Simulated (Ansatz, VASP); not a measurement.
## One calculation of Ca, two programs

The input POSCAR:

```
Ca
1.0
    0.0000000000      2.7103740000      2.7942000000
    2.7103740000      0.0000000000      2.7942000000
    2.7103740000      2.7103740000      0.0000000000
Ca
1
Direct
    0.0000000000      0.0000000000      0.0000000000
```

File INCAR.step1:

```
PREC     = Accurate       # precision mode
ENCUT    = 520            # plane-wave cutoff, eV
ISMEAR   = 0              # smearing method
SIGMA    = 0.15           # smearing width, eV
LREAL    = F              # projectors in reciprocal space
LASPH    = T              # aspherical terms in the spheres
NELM     = 100            # most SCF steps
NBANDS   = 11             # bands
GGA      = PE             # functional
ALGO     = Normal         # electronic algorithm
EDIFF    = 1E-4           # SCF threshold, eV
LWAVE    = T              # write WAVECAR
LCHARG   = F              # write CHGCAR
```

The input INCAR.step2:

```
PREC     = Accurate       # precision mode
ENCUT    = 520            # plane-wave cutoff, eV
EDIFF    = 1E-7           # SCF threshold, eV
ISMEAR   = 0              # smearing method
SIGMA    = 0.15           # smearing width, eV
LREAL    = F              # projectors in reciprocal space
LASPH    = T              # aspherical terms in the spheres
NELM     = 100            # most SCF steps
ALGO     = Normal         # electronic algorithm
ISIF     = 2              # what is computed and relaxed
LWAVE    = F              # write WAVECAR
LCHARG   = F              # write CHGCAR
METAGGA  = R2SCAN         # meta-GGA
LMIXTAU  = T            
NBANDS   = 11             # bands
ISTART   = 1
```

The input KPOINTS:

```
regular mesh
0
Gamma
  14 14 14
```

Input for Ansatz:

```yaml
crystal:
  lattice:
    - [0.0, 2.710374, 2.7942]
    - [2.710374, 0.0, 2.7942]
    - [2.710374, 2.710374, 0.0]
  atoms:
    - { symbol: Ca, position: [0.0, 0.0, 0.0] }
basis:
  ecutwfc: 500
kpoints:
  mp_grid: { grid: [14, 14, 14] }
hamiltonian:
  xc: r2scan
scf:
  occupations: { method: gaussian, width: 0.15 }
output:
  forces: true
  stress: true
  eigenvalues: true
```

Change from the starting cell: strain -0.030 along x and y, +0.000 along z, atoms carried along.

Alike in both runs: task single point; functional r2SCAN; k mesh 14 × 14 × 14; occupations gaussian, width 0.15 eV; no spin polarisation.

```csv
,VASP,Ansatz
version,VASP 6.6.1,Ansatz 0.2.0
potentials or method,"VASP PAW PBE potentials, release 64 (Ca_sv), cutoff 520 eV","scalar-relativistic, plane waves, PAW"
valence electrons in the cell,10,10
```

|  | VASP | Ansatz | Ansatz less VASP |
| --- | --- | --- | --- |
| gap on the k mesh at the Fermi level (eV) | none | none | - |
| pressure (GPa) | 1.0 | 1.0 | -0.06 |
| traceless stress, the component that is largest in VASP (GPa) | -0.19 | -0.19 | 0.000 |

VASP's potentials were made for PBE, not for r2SCAN. A gap of «none» marks a metal or a gap that the smearing closes.
